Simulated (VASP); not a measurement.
# F (R-3m) in VASP: electric field gradients with r2SCAN

Aim: the electric field gradients of F with r2SCAN.

Program: VASP 6.6.1. These are calculated values, not measurements. Logs are shortened: lines on timing, memory, paths and dates and some standing lists are left out, and cuts for length are marked.

### 1 The cell of the first run

The structure is trigonal, space group R-3m (No. 166). Conventional cell: a = 3.582 Å, b = 3.582 Å, c = 8.774 Å, α = 90.00°, β = 90.00°, γ = 120.00°. Within 2.6 Å of F (site symmetry 3m) lie 4 F at 1.93 to 2.29 Å.

### 2 Electric field gradients, r2SCAN (shortest bond scaled by 0.88)

POSCAR reads:

```
F
1.0
    0.0000000000      2.5328985096      2.5328985096
    2.5328985096      0.0000000000      2.5328985096
    2.5328985096      2.5328985096      0.0000000000
F
2
Direct
   -0.1700000000     -0.1100000000     -0.1100000000
    0.1700000000      0.1100000000      0.1100000000
```

INCAR.step1 reads:

```
  PREC = Accurate
  ENCUT = 520
  ISMEAR = -1
  SIGMA = 0.05
  LREAL = False
  LASPH = True
  NELM = 80
  NBANDS = 14
  GGA = PE
  ALGO = Normal
  EDIFF = 1E-4
  LWAVE = True
  LCHARG = False
```

INCAR.step2 reads:

```
  PREC = Accurate
  ENCUT = 520
  EDIFF = 1E-8
  ISMEAR = -1
  SIGMA = 0.05
  LREAL = False
  LASPH = True
  NELM = 80
  ALGO = Normal
  ISIF = 2
  LWAVE = False
  LCHARG = False
  METAGGA = R2SCAN
  LMIXTAU = True
  LEFG = True
  NBANDS = 14
  ISTART = 1
```

KPOINTS reads:

```
regular mesh
0
Gamma
  10 10 10
```

Potentials or basis: VASP PAW PBE potentials, release 64 (F).

Command:

```
$ cat potpaw_PBE.64/F/POTCAR > POTCAR
$ cp INCAR.step1 INCAR
$ mpirun -np 1 vasp_std > vasp.out
$ cp INCAR.step2 INCAR
$ mpirun -np 1 vasp_std > vasp.out
```

OUTCAR:

```text
PREC = Accurate
   ENCUT = 520
   EDIFF = 1E-8
   ISMEAR = -1
   LREAL = False
   LASPH = True
   NELM = 80
   ISIF = 2
   METAGGA = R2SCAN
   ISTART = 1

 ion  position               nearest neighbor table
   1  0.830  0.890  0.890-
   2  0.170  0.110  0.110-

  LATTYP: Found a face centered cubic cell.
 ALAT       =     5.0657970192

  Lattice vectors:

 A1 = (   0.0000000000,   2.5328985096,   2.5328985096)
 A2 = (   2.5328985096,   0.0000000000,   2.5328985096)
 A3 = (   2.5328985096,   2.5328985096,   0.0000000000)

Analysis of symmetry for initial positions (statically):
=====================================================================
 Subroutine PRICEL returns:
 Original cell was already a primitive cell.

 Routine SETGRP: Setting up the symmetry group for a
 face centered cubic supercell.

 Subroutine GETGRP returns: Found 12 space group operations
 (whereof  4 operations were pure point group operations)
 out of a pool of 48 trial point group operations.

The static configuration has the point symmetry C_2h.
 The point group associated with its full space group is D_3d.

Analysis of symmetry for dynamics (positions and initial velocities):
=====================================================================
 Subroutine PRICEL returns:
 Original cell was already a primitive cell.

 Routine SETGRP: Setting up the symmetry group for a
 face centered cubic supercell.

 Subroutine GETGRP returns: Found 12 space group operations
 (whereof  4 operations were pure point group operations)
 out of a pool of 48 trial point group operations.

The dynamic configuration has the point symmetry C_2h.
 The point group associated with its full space group is D_3d.

 Subroutine INISYM returns: Found 12 space group operations
 (whereof  4 operations are pure point group operations),
 and found     1 'primitive' translations

----------------------------------------------------------------------------------------

                                     Primitive cell

  volume of cell :      32.5000

  direct lattice vectors                    reciprocal lattice vectors
     0.000000000  2.532898510  2.532898510    -0.197402303  0.197402303  0.197402303
     2.532898510  0.000000000  2.532898510     0.197402303 -0.197402303  0.197402303
     2.532898510  2.532898510  0.000000000     0.197402303  0.197402303 -0.197402303

  length of vectors
     3.582059424  3.582059424  3.582059424     0.341910819  0.341910819  0.341910819

  position of ions in fractional coordinates (direct lattice)
     0.830000000  0.890000000  0.890000000
     0.170000000  0.110000000  0.110000000

  ion indices of the primitive-cell ions
   primitive index   ion index
                 1           1
                 2           2

----------------------------------------------------------------------------------------

 KPOINTS: regular mesh

Automatic generation of k-mesh.
 Grid dimensions read from file:
 generate k-points for:   10   10   10

 Generating k-lattice:

  Cartesian coordinates                     Fractional coordinates (reciprocal lattice)
    -0.019740230  0.019740230  0.019740230     0.100000000  0.000000000  0.000000000
     0.019740230 -0.019740230  0.019740230     0.000000000  0.100000000  0.000000000
     0.019740230  0.019740230 -0.019740230     0.000000000  0.000000000  0.100000000

  Length of vectors
     0.034191082  0.034191082  0.034191082

  Shift w.r.t. Gamma in fractional coordinates (k-lattice)
     0.000000000  0.000000000  0.000000000

 Subroutine IBZKPT returns following result:
 ===========================================

 Found    116 irreducible k-points:

 Following reciprocal coordinates:
            Coordinates               Weight
  0.000000  0.000000  0.000000      1.000000
  0.100000  0.000000  0.000000      2.000000
  0.000000  0.100000  0.000000      6.000000
  0.200000  0.000000  0.000000      2.000000
  0.000000  0.200000  0.000000      6.000000
  0.300000  0.000000  0.000000      2.000000
[... 16 lines left out ...]
  0.000000  0.500000  0.100000     12.000000
  0.100000  0.000000  0.500000      6.000000
 [... further k-points ...]
   k-points           NKPTS =    116   k-points in BZ     NKDIM =    116   number of bands    NBANDS=     14
   number of dos      NEDOS =    301   number of ions     NIONS =      2
   total plane-waves  NPLWV =  21952
   dimension x,y,z NGX =    28 NGY =   28 NGZ =   28
   dimension x,y,z NGXF=    56 NGYF=   56 NGZF=   56
   ions per type =               2
   NGX,Y,Z   is equivalent  to a cutoff of  12.99, 12.99, 12.99 a.u.
   NGXF,Y,Z  is equivalent  to a cutoff of  25.99, 25.99, 25.99 a.u.
 SYSTEM =  unknown system
   PREC   = accura    normal or accurate (medium, high low for compatibility)
   ISTART =      1    job   : 0-new  1-cont  2-samecut
   ICHARG =      0    charge: 1-file 2-atom 10-const
   ISPIN  =      1    spin polarized calculation?
   LNONCOLLINEAR =      F non collinear calculations
   LSORBIT =      F    spin-orbit coupling
   LASPH  =      T    aspherical Exc in radial PAW
   ENCUT  =  520.0 eV  38.22 Ry    6.18 a.u.   6.66  6.66  6.66*2*pi/ulx,y,z
   NELM   =     80;   NELMIN=  2; NELMDL=  0     # of ELM steps
   EDIFF  = 0.1E-07   stopping-criterion for ELM
   LREAL  =      F    real-space projection
   EDIFFG = 0.1E-06   stopping-criterion for IOM
   NSW    =      0    number of steps for IOM
   IBRION =     -1    ionic relax: 0-MD 1-quasi-New 2-CG
   NFREE  =      0    steps in history (QN), initial steepest desc. (CG)
   ISIF   =      2    stress and relaxation
   ISYM   =      2    0-nonsym 1-usesym 2-fastsym
   POTIM  = 0.5000    time-step for ionic-motion
   TEBEG  =    0.0;   TEEND  =   0.0 temperature during run
   PSTRESS=    0.0 pullay stress
   NELECT =      14.0000    total number of electrons
   NUPDOWN=      -1.0000    fix difference up-down
   EMIN   =  10.00;   EMAX   =-10.00  energy-range for DOS
   EFERMI =   0.00;   METHOD = LEGACY
   ISMEAR =    -1;   SIGMA  =   0.05  broadening in eV -4-tet -1-fermi 0-gaus
   EFERMI_NEDOS =   21; number of points for ismear=-14 and -15
   IALGO  =     38    algorithm
   IMIX   =      4    mixing-type and parameters
     AMIX     =   0.40;   BMIX     =  1.00
     AMIX_MAG =   1.60;   BMIX_MAG =  1.00
  volume/ion in A,a.u.               =      16.25       109.66
  Fermi-wavevector in a.u.,A,eV,Ry     =   1.236393  2.336443 20.798772  1.528667
  Thomas-Fermi vector in A             =   2.371003
   LORBIT       =      0    0 simple, 1 ext, 2 COOP (PROOUT), +10 PAW based schemes
   METAGGA = R2SCAN    functional components
   LHFCALC =     F    Hartree Fock is set to
   AEXX    =    0.0000 exact exchange contribution
   IVDW    =     0    specifies the selected vdW correction
   LEPSILON=     F    determine dielectric tensor
   LRPA    =     F    only Hartree local field effects (RPA)
 non-spin polarized calculation
  energy-cutoff  :      520.00
  volume of cell :       32.50
 maximum number of plane-waves:       895
   NGX = 13   NGY = 13   NGZ = 13

 number of electron      13.9999996 magnetization

 Free energy of the ion-electron system (eV)
  ---------------------------------------------------
  ext. energy  EPLUGINS =         0.00000000
  ---------------------------------------------------
  free energy    TOTEN  =        -4.27885914 eV

  energy without entropy =       -4.26135902  energy(sigma->0) =       -4.27010908

 E-fermi :  -6.2539     XC(G=0):  -7.9829

 val. band max:       -6.2605909058   @ k =   0.5000   0.4000   0.0000
 cond. band min:      -6.2534657707   @ k =   0.3000   0.1000   0.0000
 fundamental gap:      0.0071251351
 Fermi energy:        -6.2539162146

 k-point     1 :       0.0000    0.0000    0.0000
  band No.  band energies     occupation
      1     -29.1231      2.00000
      2     -26.6887      2.00000
      3      -9.7842      2.00000
      4      -7.9232      2.00000
      5      -7.9232      2.00000
      6      -7.3566      2.00000
      7      -7.3565      2.00000
      8      -6.1630      0.27927
      9       4.1423      0.00000
     10      17.5317      0.00000
     11      17.5318      0.00000
     12      18.1901      0.00000
     13      19.0382      0.00000
     14      19.4948      0.00000
[... 377 lines left out ...]
      1     -28.7130      2.00000
      2     -27.1304      2.00000
      3      -9.9451      2.00000
      4      -8.9095      2.00000
      5      -8.3679      2.00000
      6      -6.9780      2.00000
      7      -6.7867      1.99995
      8      -5.9329      0.00325
      9       7.8952      0.00000
     10       9.8867      0.00000
     11      14.4896      0.00000
     12      16.1359      0.00000
     13      19.8980      0.00000
     14      20.5261      0.00000

 [... further k-points ...]

------------------------ aborting loop because EDIFF is reached ----------------------------------------

  FORCE on cell =-STRESS in cart. coord.  units (eV):
  Direction    XX          YY          ZZ          XY          YZ          ZX
  --------------------------------------------------------------------------------------
  -------------------------------------------------------------------------------------
  Total       -1.7106302     -1.7106302     -1.7106302      1.5358015     -1.5358015      1.5358015
  in kB      -84.3302416    -84.3302416    -84.3302416     75.7115823    -75.7115823     75.7115823
  external PRESSURE =     -84.3302416 kB  Pullay stress =       0.0000000 kB

 VOLUME and BASIS-vectors are now :
 -----------------------------------------------------------------------------
  energy-cutoff  :      520.00
  volume of cell :       32.50
      direct lattice vectors                 reciprocal lattice vectors
     0.000000000  2.532898510  2.532898510    -0.197402303  0.197402303  0.197402303
     2.532898510  0.000000000  2.532898510     0.197402303 -0.197402303  0.197402303
     2.532898510  2.532898510  0.000000000     0.197402303  0.197402303 -0.197402303

 POSITION                                       TOTAL-FORCE (eV/Angst)
 -----------------------------------------------------------------------------------
      4.50856      4.35659      4.35659         2.023759     -2.023759     -2.023759
      0.55724      0.70921      0.70921        -2.023759      2.023759      2.023759
 -----------------------------------------------------------------------------------
    total drift:                                0.000000      0.000000     -0.000000

  FREE ENERGIE OF THE ION-ELECTRON SYSTEM (eV)
  ---------------------------------------------------
  free  energy   TOTEN  =        -4.2788591383 eV

  energy  without entropy=       -4.2613590166  energy(sigma->0) =       -4.27010908

 Electric field gradients (V/A^2)
---------------------------------------------------------------------
 ion       V_xx      V_yy      V_zz      V_xy      V_xz      V_yz
---------------------------------------------------------------------
   1      -0.002     0.001     0.001  -232.639  -232.639   232.638
   2      -0.002     0.001     0.001  -232.639  -232.639   232.638
---------------------------------------------------------------------

 Electric field gradients after diagonalization (V/A^2)
 (convention: |V_zz| > |V_xx| > |V_yy|)
----------------------------------------------------------------------
 ion       V_xx      V_yy      V_zz     asymmetry (V_yy - V_xx)/ V_zz
----------------------------------------------------------------------
   1    -232.641  -232.637   465.278       0.000
   2    -232.641  -232.637   465.278       0.000
----------------------------------------------------------------------

           NMR quadrupolar parameters

 Cq : quadrupolar parameter    Cq=e*Q*V_zz/h
 eta: asymmetry parameters     (V_yy - V_xx)/ V_zz
 Q  : nuclear electric quadrupole moment in mb (millibarn)
----------------------------------------------------------------------
 ion       Cq(MHz)       eta       Q (mb)
----------------------------------------------------------------------
   1       1.125       0.000       1.000
   2       1.125       0.000       1.000
----------------------------------------------------------------------
```

Run time: 4.3 min. Hardware: 1 thread of Intel Xeon Platinum 8259CL at 2.50GHz (Skylake/Cascade Lake), shared host; peak memory 0.18 GiB.

Results:

```
Free energy            : -4.2789 eV
Pressure               : -8.4 GPa
Largest force          : 3.505 eV/Å
Band gap on the k mesh : zero (band 7 reaches -6.24 eV, above the bottom of band 8 at -6.33 eV)
```

Forces in eV/Å, atoms in the order of the input:
```
F    2.024 -2.024 -2.024
F   -2.024  2.024  2.024
```

Electric field gradients, principal values (V/Å²):
```csv
atom,least,middle,greatest (by size)
1 F,-232.637,-232.641,465.278
2 F,-232.637,-232.641,465.278
```

Caveat: the cell differs from its parent crystal (shortest bond scaled by 0.88); without QUAD_EFG the Cq values of the log hold for a quadrupole moment of 1 mb, not for the nuclei; the PAW data sets were made with another functional, which shifts forces and pressure a little.
